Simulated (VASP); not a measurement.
# Al2BAs2 (P4mm) in VASP: further runs

The runs below take Al2BAs2 through single point, with PBE.

Program: VASP 6.6.1. These are calculated values, not measurements. Logs are shortened: lines on timing, memory, paths and dates and some standing lists are left out, and cuts for length are marked.

## Step 1: The cell of the first run

It takes space group P4mm (No. 99, tetragonal). Conventional cell: a = 3.942 Å, b = 3.942 Å, c = 5.634 Å, α = 90.00°, β = 90.00°, γ = 90.00°. Within 2.8 Å of Al (site symmetry 2mm) lie 2 B at 2.13 Å and 1 As at 2.58 Å and 4 Al at 2.79 Å. Within 2.8 Å of B (site symmetry 4mm) lie 4 Al at 2.13 Å. As (site symmetry 2mm) has 2 Al at 2.58 to 3.05 Å and 4 As at 2.79 Å and 2 B at 3.00 Å within 3.4 Å.

The cell was generated, and may not be a known phase.

## Step 2: Single point, PBE

INCAR reads:

```
SYSTEM = Al2BAs2
  PREC = Accurate
  ENCUT = 520
  EDIFF = 1E-7
  ISMEAR = 0
  SIGMA = 0.1
  LREAL = .False.
  LASPH = .True.
  NELM = 100
  ALGO = Normal
  ISIF = 2
  LWAVE = .False.
  LCHARG = .False.
  GGA = PE
  NBANDS = 18
```

KPOINTS reads:

```
Automatic mesh
0
Gamma
  6 6 4
  0 0 0
```

POSCAR reads:

```
Al2BAs2
1.0
    3.9423236163      0.0000000000      0.0000000000
    0.0000000000      3.9423236163      0.0000000000
    0.0000000000      0.0000000000      5.6340908645
Al B As
2 1 2
Direct
    0.5000000000      0.0000000000      0.1138218469
    0.0000000000      0.5000000000      0.1138218469
    0.5000000000      0.5000000000      0.2548598902
    0.5000000000      0.0000000000      0.6556246330
    0.0000000000      0.5000000000      0.6556246330
```

Potentials or basis: VASP PAW PBE potentials, release 64 (Al, B, As).

Run with:

```bash
$ cat potpaw_PBE.64/Al/POTCAR potpaw_PBE.64/B/POTCAR potpaw_PBE.64/As/POTCAR > POTCAR
$ mpirun -np 1 vasp_std > vasp.out
```

OUTCAR:

```text
SYSTEM = Al2BAs2
   PREC = Accurate
   ENCUT = 520
   EDIFF = 1E-7
   ISMEAR = 0
   LREAL = .False.
   LASPH = .True.
   NELM = 100
   ISIF = 2
   GGA = PE

 ion  position               nearest neighbor table
   1  0.500  0.000  0.114-   3 2.13   3 2.13   4 2.58   2 2.79   2 2.79   2 2.79   2 2.79   4 3.05

   2  0.000  0.500  0.114-   3 2.13   3 2.13   5 2.58   1 2.79   1 2.79   1 2.79   1 2.79   5 3.05

   3  0.500  0.500  0.255-   1 2.13   2 2.13   1 2.13   2 2.13
   4  0.500  0.000  0.656-   1 2.58   5 2.79   5 2.79   5 2.79   5 2.79   1 3.05
   5  0.000  0.500  0.656-   2 2.58   4 2.79   4 2.79   4 2.79   4 2.79   2 3.05

  LATTYP: Found a simple tetragonal cell.
 ALAT       =     3.9423236163
 C/A-ratio  =     1.4291294711

  Lattice vectors:

 A1 = (   3.9423236163,   0.0000000000,   0.0000000000)
 A2 = (   0.0000000000,   3.9423236163,   0.0000000000)
 A3 = (   0.0000000000,   0.0000000000,   5.6340908645)

Analysis of symmetry for initial positions (statically):
=====================================================================
 Subroutine PRICEL returns:
 Original cell was already a primitive cell.

 Routine SETGRP: Setting up the symmetry group for a
 simple tetragonal supercell.

 Subroutine GETGRP returns: Found  8 space group operations
 (whereof  8 operations were pure point group operations)
 out of a pool of 16 trial point group operations.

The static configuration has the point symmetry C_4v.

Analysis of symmetry for dynamics (positions and initial velocities):
=====================================================================
 Subroutine PRICEL returns:
 Original cell was already a primitive cell.

 Routine SETGRP: Setting up the symmetry group for a
 simple tetragonal supercell.

 Subroutine GETGRP returns: Found  8 space group operations
 (whereof  8 operations were pure point group operations)
 out of a pool of 16 trial point group operations.

The dynamic configuration has the point symmetry C_4v.

 Subroutine INISYM returns: Found  8 space group operations
 (whereof  8 operations are pure point group operations),
 and found     1 'primitive' translations

----------------------------------------------------------------------------------------

                                     Primitive cell

  volume of cell :      87.5646

  direct lattice vectors                    reciprocal lattice vectors
     3.942323616  0.000000000  0.000000000     0.253657512  0.000000000  0.000000000
     0.000000000  3.942323616  0.000000000     0.000000000  0.253657512  0.000000000
     0.000000000  0.000000000  5.634090865     0.000000000  0.000000000  0.177490925

  length of vectors
     3.942323616  3.942323616  5.634090865     0.253657512  0.253657512  0.177490925

  position of ions in fractional coordinates (direct lattice)
     0.500000000  0.000000000  0.113821847
     0.000000000  0.500000000  0.113821847
     0.500000000  0.500000000  0.254859890
     0.500000000  0.000000000  0.655624633
     0.000000000  0.500000000  0.655624633

  ion indices of the primitive-cell ions
   primitive index   ion index
                 1           1
                 2           2
                 3           3
                 4           4
                 5           5

----------------------------------------------------------------------------------------

 KPOINTS: Automatic mesh

Automatic generation of k-mesh.
 Grid dimensions read from file:
 generate k-points for:    6    6    4

 Generating k-lattice:

  Cartesian coordinates                     Fractional coordinates (reciprocal lattice)
     0.042276252  0.000000000  0.000000000     0.166666667  0.000000000  0.000000000
     0.000000000  0.042276252  0.000000000     0.000000000  0.166666667  0.000000000
     0.000000000  0.000000000  0.044372731     0.000000000  0.000000000  0.250000000

  Length of vectors
     0.042276252  0.042276252  0.044372731

  Shift w.r.t. Gamma in fractional coordinates (k-lattice)
     0.000000000  0.000000000  0.000000000

 Subroutine IBZKPT returns following result:
 ===========================================

 Found     30 irreducible k-points:

 Following reciprocal coordinates:
            Coordinates               Weight
  0.000000  0.000000  0.000000      1.000000
  0.166667  0.000000  0.000000      4.000000
  0.333333  0.000000  0.000000      4.000000
  0.500000  0.000000  0.000000      2.000000
  0.166667  0.166667  0.000000      4.000000
  0.333333  0.166667  0.000000      8.000000
[... 16 lines left out ...]
  0.333333  0.000000  0.500000      4.000000
  0.500000  0.000000  0.500000      2.000000
 [... further k-points ...]
   k-points           NKPTS =     30   k-points in BZ     NKDIM =     30   number of bands    NBANDS=     18
   number of dos      NEDOS =    301   number of ions     NIONS =      5
   total plane-waves  NPLWV =  37800
   dimension x,y,z NGX =    30 NGY =   30 NGZ =   42
   dimension x,y,z NGXF=    60 NGYF=   60 NGZF=   84
   ions per type =               2   1   2
   NGX,Y,Z   is equivalent  to a cutoff of  12.65, 12.65, 12.39 a.u.
   NGXF,Y,Z  is equivalent  to a cutoff of  25.30, 25.30, 24.79 a.u.
 SYSTEM =  Al2BAs2
   PREC   = accura    normal or accurate (medium, high low for compatibility)
   ISTART =      0    job   : 0-new  1-cont  2-samecut
   ICHARG =      2    charge: 1-file 2-atom 10-const
   ISPIN  =      1    spin polarized calculation?
   LNONCOLLINEAR =      F non collinear calculations
   LSORBIT =      F    spin-orbit coupling
   LASPH  =      T    aspherical Exc in radial PAW
   ENCUT  =  520.0 eV  38.22 Ry    6.18 a.u.   7.33  7.33 10.48*2*pi/ulx,y,z
   NELM   =    100;   NELMIN=  2; NELMDL= -5     # of ELM steps
   EDIFF  = 0.1E-06   stopping-criterion for ELM
   LREAL  =      F    real-space projection
   EDIFFG = 0.1E-05   stopping-criterion for IOM
   NSW    =      0    number of steps for IOM
   IBRION =     -1    ionic relax: 0-MD 1-quasi-New 2-CG
   NFREE  =      0    steps in history (QN), initial steepest desc. (CG)
   ISIF   =      2    stress and relaxation
   ISYM   =      2    0-nonsym 1-usesym 2-fastsym
   POTIM  = 0.5000    time-step for ionic-motion
   TEBEG  =    0.0;   TEEND  =   0.0 temperature during run
   PSTRESS=    0.0 pullay stress
   NELECT =      19.0000    total number of electrons
   NUPDOWN=      -1.0000    fix difference up-down
   EMIN   =  10.00;   EMAX   =-10.00  energy-range for DOS
   EFERMI =   0.00;   METHOD = LEGACY
   ISMEAR =     0;   SIGMA  =   0.10  broadening in eV -4-tet -1-fermi 0-gaus
   EFERMI_NEDOS =   21; number of points for ismear=-14 and -15
   IALGO  =     38    algorithm
   IMIX   =      4    mixing-type and parameters
     AMIX     =   0.40;   BMIX     =  1.00
     AMIX_MAG =   1.60;   BMIX_MAG =  1.00
  volume/ion in A,a.u.               =      17.51       118.18
  Fermi-wavevector in a.u.,A,eV,Ry     =   0.983747  1.859011 13.167138  0.967757
  Thomas-Fermi vector in A             =   2.114928
   LORBIT       =      0    0 simple, 1 ext, 2 COOP (PROOUT), +10 PAW based schemes
   GGA     = PE    functional components
   LHFCALC =     F    Hartree Fock is set to
   AEXX    =    0.0000 exact exchange contribution
   IVDW    =     0    specifies the selected vdW correction
   LEPSILON=     F    determine dielectric tensor
   LRPA    =     F    only Hartree local field effects (RPA)
 non-spin polarized calculation
 Gauss-broadening in eV      SIGMA  =   0.10
  energy-cutoff  :      520.00
  volume of cell :       87.56
 maximum number of plane-waves:      2389
 NGX is ok and might be reduce to    30
   NGX = 15   NGY = 15   NGZ = 21

 number of electron      19.0000000 magnetization

 Free energy of the ion-electron system (eV)
  ---------------------------------------------------
  ext. energy  EPLUGINS =         0.00000000
  ---------------------------------------------------
  free energy    TOTEN  =       -21.71247726 eV

  energy without entropy =      -21.70537281  energy(sigma->0) =      -21.70892504

 E-fermi :   5.7310     XC(G=0): -10.0332

 val. band max:        5.6622732305   @ k =   0.5000   0.3333   0.5000
 cond. band min:       5.7336779067   @ k =   0.5000   0.0000   0.5000
 fundamental gap:      0.0714046762
 Fermi energy:         5.7310289532

 k-point     1 :       0.0000    0.0000    0.0000
  band No.  band energies     occupation
      1      -7.7362      2.00000
      2      -3.5345      2.00000
      3      -1.7402      2.00000
      4      -0.4440      2.00000
      5       1.9584      2.00000
      6       1.9584      2.00000
[... 10 lines left out ...]
     17      10.4111      0.00000
     18      12.0562      0.00000

 k-point     2 :       0.1667    0.0000    0.0000
  band No.  band energies     occupation
      1      -7.4987      2.00000
      2      -3.3506      2.00000
      3      -2.5535      2.00000
      4      -0.2167      2.00000
      5       1.8269      2.00000
      6       2.1860      2.00000
[... 10 lines left out ...]
     17      10.9276      0.00000
     18      11.8671      0.00000

 k-point     3 :       0.3333    0.0000    0.0000
  band No.  band energies     occupation
      1      -6.7961      2.00000
      2      -4.1741      2.00000
      3      -2.7564      2.00000
      4       0.3881      2.00000
      5       0.7589      2.00000
      6       2.8013      2.00000
[... 10 lines left out ...]
     17      11.8194      0.00000
     18      12.1037      0.00000

 k-point     4 :       0.5000    0.0000    0.0000
  band No.  band energies     occupation
      1      -5.7640      2.00000
      2      -5.5435      2.00000
      3      -2.3317      2.00000
      4      -0.1145      2.00000
      5       1.3308      2.00000
      6       2.0543      2.00000
[... 375 lines left out ...]
      4       1.3582      2.00000
      5       2.8249      2.00000
      6       2.9020      2.00000
[... 10 lines left out ...]
     17      10.9120      0.00000
     18      12.3214      0.00000

 k-point    23 :       0.3333    0.0000    0.5000
  band No.  band energies     occupation
      1      -6.5589      2.00000
      2      -3.9946      2.00000
      3      -3.8157      2.00000
      4      -0.4331      2.00000
      5       3.4005      2.00000
      6       3.4130      2.00000
[... 10 lines left out ...]
     17      11.4077      0.00000
     18      12.4389      0.00000

 k-point    24 :       0.5000    0.0000    0.5000
  band No.  band energies     occupation
      1      -5.4797      2.00000
      2      -5.3844      2.00000
      3      -3.2956      2.00000
      4      -1.3954      2.00000
      5       3.6823      2.00000
      6       3.7516      2.00000
[... 10 lines left out ...]
     17      12.1263      0.00000
     18      13.7544      0.00000

 [... further k-points ...]

------------------------ aborting loop because EDIFF is reached ----------------------------------------

  FORCE on cell =-STRESS in cart. coord.  units (eV):
  Direction    XX          YY          ZZ          XY          YZ          ZX
  --------------------------------------------------------------------------------------
  -------------------------------------------------------------------------------------
  Total        0.1847649      0.1847649      0.0526969      0.0000000     -0.0000000      0.0000000
  in kB        3.3806612      3.3806612      0.9642010      0.0000000     -0.0000000      0.0000000
  external PRESSURE =       2.5751744 kB  Pullay stress =       0.0000000 kB

 VOLUME and BASIS-vectors are now :
 -----------------------------------------------------------------------------
  energy-cutoff  :      520.00
  volume of cell :       87.56
      direct lattice vectors                 reciprocal lattice vectors
     3.942323616  0.000000000  0.000000000     0.253657512  0.000000000  0.000000000
     0.000000000  3.942323616  0.000000000     0.000000000  0.253657512  0.000000000
     0.000000000  0.000000000  5.634090865     0.000000000  0.000000000  0.177490925

 POSITION                                       TOTAL-FORCE (eV/Angst)
 -----------------------------------------------------------------------------------
      1.97116      0.00000      0.64128         0.000000      0.000000      0.015167
      0.00000      1.97116      0.64128         0.000000      0.000000      0.015167
      1.97116      1.97116      1.43590         0.000000     -0.000000     -0.002072
      1.97116      0.00000      3.69385         0.000000      0.000000     -0.014131
      0.00000      1.97116      3.69385        -0.000000      0.000000     -0.014131
 -----------------------------------------------------------------------------------
    total drift:                                0.000000      0.000000     -0.000085

  FREE ENERGIE OF THE ION-ELECTRON SYSTEM (eV)
  ---------------------------------------------------
  free  energy   TOTEN  =       -21.7124772570 eV

  energy  without entropy=      -21.7053728146  energy(sigma->0) =      -21.70892504
```

Wall time 75 s (1 thread of Intel Xeon 8259CL, shared host); peak memory 0.21 GiB.

Results:

```yaml
Free_energy: -21.7125 eV
Pressure: 0.3 GPa
Largest_force: 0.015 eV/Å
Band_gap_on_the_k_mesh: zero (an odd number of electrons rules out a gap without spin polarisation)
```

Forces on the atoms (eV/Å):
```
Al   0.000  0.000  0.015
Al   0.000  0.000  0.015
B    0.000  0.000 -0.002
As   0.000  0.000 -0.014
As   0.000  0.000 -0.014
```

Stress tensor (GPa, compression positive):
```
0.34 0.00 0.00
0.00 0.34 0.00
0.00 0.00 0.10
```

Levels at points of the mesh, in eV from the Fermi level:
```csv
k point,band 8,band 9,band 10,band 11,band 12,band 13
"(0.00, 0.00, 0.00)",-1.53,-0.24,-0.17,1.95,2.24,3.72
"(0.50, 0.00, 0.00)",-0.80,-0.45,-0.27,0.15,2.03,2.95
"(0.50, 0.50, 0.00)",-2.90,-2.90,-1.96,-1.31,2.45,6.38
"(0.00, 0.00, 0.50)",-2.61,-1.96,-1.22,0.72,2.90,4.49
"(0.50, 0.00, 0.50)",-0.67,-0.60,-0.52,0.00,0.62,0.98
"(0.50, 0.50, 0.50)",-2.97,0.07,0.07,0.86,3.07,3.07
```

[end of part 1 of 2]

The gap in the log of VASP goes by the Fermi energy; the results here count the filled bands.